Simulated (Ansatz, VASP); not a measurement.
## Two plane-wave programs on Ge

Contents of POSCAR:

```
Ge
1.0
    0.0000000000      2.8289100000      2.8289100000
    2.8289100000      0.0000000000      2.8289100000
    2.8289100000      2.8289100000      0.0000000000
Ge
2
Direct
    0.7500000000      0.7500000000      0.7500000000
    0.5000000000      0.5000000000      0.5000000000
```

INCAR.step1

```
  ALGO = Normal
  EDIFF = 1E-5
  ENCUT = 600
  GGA = PE
  ISMEAR = -1
  LASPH = T
  LCHARG = F
  LREAL = F
  LWAVE = T
  NBANDS = 21
  NELM = 80
  PREC = Accurate
  SIGMA = 0.05
```

The input INCAR.step2:

```
  AEXX = 0.25
  ALGO = Normal
  EDIFF = 1E-7
  EDIFFG = -0.01
  ENCUT = 600
  GGA = PS
  HFSCREEN = 0.207
  IBRION = 2
  ISIF = 3
  ISMEAR = -1
  ISTART = 1
  LASPH = T
  LCHARG = F
  LHFCALC = T
  LREAL = F
  LWAVE = F
  NELM = 80
  NSW = 60
  PREC = Accurate
  PRECFOCK = Normal
  SIGMA = 0.05
```

Contents of KPOINTS:

```
k-points
0
Gamma
  4 4 4
```

The input input.yaml:

```yaml
crystal:
  lattice:
    - [0.0, 2.82891, 2.82891]
    - [2.82891, 0.0, 2.82891]
    - [2.82891, 2.82891, 0.0]
  atoms:
    - { symbol: Ge, position: [0.75, 0.75, 0.75] }
    - { symbol: Ge, position: [0.5, 0.5, 0.5] }
hamiltonian:
  xc:
    exchange: hjs_pbesol
    correlation: pbesol
    exx: { coeff: 0.25, omega: 0.207 }
  pseudopotentials: { kind: paw }
kpoints:
  mp_grid: { grid: [4, 4, 4] }
scf:
  occupations: { method: fermi_dirac, width: 0.05 }
output:
  forces: true
  stress: true
  write_density: true
  write_potential: true
  elf: true
  volumetric_format: npy
relax:
  f_tol: 0.01
  max_steps: 40
  cell: { stress_tol: 0.05 }
```

Alike in both runs: task relaxation of cell and atoms; functional PBEsol-based screened hybrid; k mesh 4 × 4 × 4; occupations fermi-dirac, width 0.05 eV; no spin polarisation.

|  | VASP | Ansatz |
| --- | --- | --- |
| version | VASP 6.6.1 | Ansatz 0.2.0 |
| potentials or method | VASP PAW PBE potentials, release 64 (Ge_d) | Ansatz PAW |
| plane-wave cutoff (eV) | 600 | 420 |
| valence electrons in the cell | 28 | 28 |

Ansatz gave:

- gap on the k mesh at the Fermi level, each at its own relaxed structure (eV): 0.84
- relaxed volume (Å³/atom): 22.39
- relaxed cell length with the largest relative difference (Å): 3.986

**Question.** What did VASP give for the same quantities?

**Answer.** gap on the k mesh at the Fermi level, each at its own relaxed structure (eV): 0.85; relaxed volume (Å³/atom): 22.37; relaxed cell length with the largest relative difference (Å): 3.985.

VASP's potentials were made for PBE, not for PBEsol-based screened hybrid.

The k mesh is coarse, so the values compare programs but aren't converged. Noted on Ansatz's run: the plane-wave basis is chosen anew once the cell has moved, so the energies of steps on either side of that aren't comparable.
